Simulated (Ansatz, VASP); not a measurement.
**One calculation of Mg2C, two programs**

```xyz
3
Lattice="-0.0301 2.7109 2.7109 2.7109 -0.0301 2.7109 2.6809 2.6809 0.0000" Properties=species:S:1:pos:R:3 pbc="T T T"
C     0.0000    0.0000    0.0000
Mg    1.3404    1.3404    1.3534
Mg    4.0213    4.0213    4.0684
```

Change from the starting cell: shear_xy strain -2.2%.

Alike in both runs: task single point; functional r2SCAN; k mesh 8 × 8 × 8; no spin polarisation.

```csv
,VASP,Ansatz
version,VASP 6.6.1,Ansatz 0.2.0
potentials or method,"VASP PAW PBE potentials, release 64 (C, Mg)","plane waves, PAW"
plane-wave cutoff (eV),520,500
occupations,"gaussian, width 0.01 eV",fixed
valence electrons in the cell,8,24
```

Ansatz gave:

| Item | Value |
| --- | --- |
| gap on the k mesh at the Fermi level (eV) | 1.06 |
| pressure (GPa) | 0.1 |
| traceless stress, the component that is largest in VASP (GPa) | 1.35 |

**Question.** What did VASP give for the same quantities?

**Answer.** gap on the k mesh at the Fermi level (eV): 1.05; pressure (GPa): -0.3; traceless stress, the component that is largest in VASP (GPa): 1.38.

VASP's potentials were made for PBE, not for r2SCAN. VASP's potentials hold 8 valence electrons a cell and Ansatz's 24, so a difference there can come from the potentials and not from the codes.
